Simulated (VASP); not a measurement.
NbAl2B3:

```
Al Nb B
1.0
     2.30403   -3.86056    0.00000
     2.30403    3.86056    0.00000
     0.00000    0.00000    3.61844
Al Nb B
2 1 3
Direct
  0.00000 0.50000 0.50000
  0.50000 0.00000 0.50000
  0.50000 0.50000 0.00000
  0.16013 0.83987 0.00000
  0.83987 0.16013 0.00000
  0.00000 0.00000 0.50000
```

The cell was generated, and may not be a known phase.

| Property | Result |
| --- | --- |
| Program | VASP 6.6.1 |
| Task | relaxation of cell and atoms |
| Functional | PBE |
| Potentials or basis | VASP PAW PBE potentials, release 64 (Al, Nb_sv, B) |
| Cutoff | 600 eV |
| k mesh | 4 × 4 × 6 |
| Occupations | gaussian, width 0.1 eV |
| Spin | no spin polarisation |

At the start: pressure -1.1 GPa; volume 10.73 Å³/atom.

Question: Where does the relaxation end?

Answer: Over 46 steps the energy falls by 413.0 meV/atom and the volume is 10.85 Å³/atom (+1.1 %); space group Cmmm (No. 65, to 0.1 Å) before and after.

The path:
```csv
step,energy change (eV),largest force (eV/Å),pressure (GPa),volume (Å³)
1,0.0000,0.7643,-1.08,64.37
3,-0.8281,2.4676,22.34,59.40
5,-1.4727,1.7217,2.64,62.33
7,-1.9168,1.2504,-2.96,64.88
9,-2.0107,0.4368,-5.76,66.88
11,-2.0551,0.1094,-0.91,65.42
13,-2.0588,0.0693,-0.15,65.05
15,-2.0675,0.0497,1.02,64.37
17,-2.0516,0.3159,8.30,61.21
19,-2.0804,0.2477,3.79,63.01
21,-2.0814,0.2494,3.90,62.95
23,-2.0846,0.2433,4.34,62.71
25,-2.0894,0.2102,4.83,62.41
27,-2.1078,0.0870,3.19,62.78
29,-2.1080,0.4084,-2.18,64.19
31,-2.1273,0.1957,-0.23,63.64
33,-2.1671,0.5147,-1.46,64.28
35,-2.3946,0.7981,-4.53,66.32
37,-2.4045,0.7888,-4.13,66.04
39,-2.4178,0.6882,-3.35,65.99
41,-2.4504,0.5032,-1.53,65.35
43,-2.4731,0.1410,1.13,64.53
45,-2.4779,0.0207,-0.13,65.12
46,-2.4783,0.0194,-0.06,65.11
```

Final structure:
```cif
data_structure
_symmetry_space_group_name_H-M 'P 1'
_symmetry_Int_Tables_number 1
_cell_length_a 5.1082
_cell_length_b 5.1082
_cell_length_c 2.9604
_cell_angle_alpha 90.000
_cell_angle_beta 90.000
_cell_angle_gamma 122.555
_cell_volume 65.11
loop_
_atom_site_label
_atom_site_type_symbol
_atom_site_fract_x
_atom_site_fract_y
_atom_site_fract_z
_atom_site_occupancy
Al1 Al 0.00000 0.50000 0.50000 1
Al2 Al 0.50000 0.00000 0.50000 1
Nb1 Nb 0.50000 0.50000 0.00000 1
B1 B 0.09981 0.90019 0.00000 1
B2 B 0.90019 0.09981 0.00000 1
B3 B 0.00000 0.00000 0.50000 1
```

Caveat: the k points lie up to 0.36 Å⁻¹ apart in the final cell, too coarse for converged energies and pressures of a metal; a cell axis changed by over 15 % at a fixed basis, so the end point is rough.
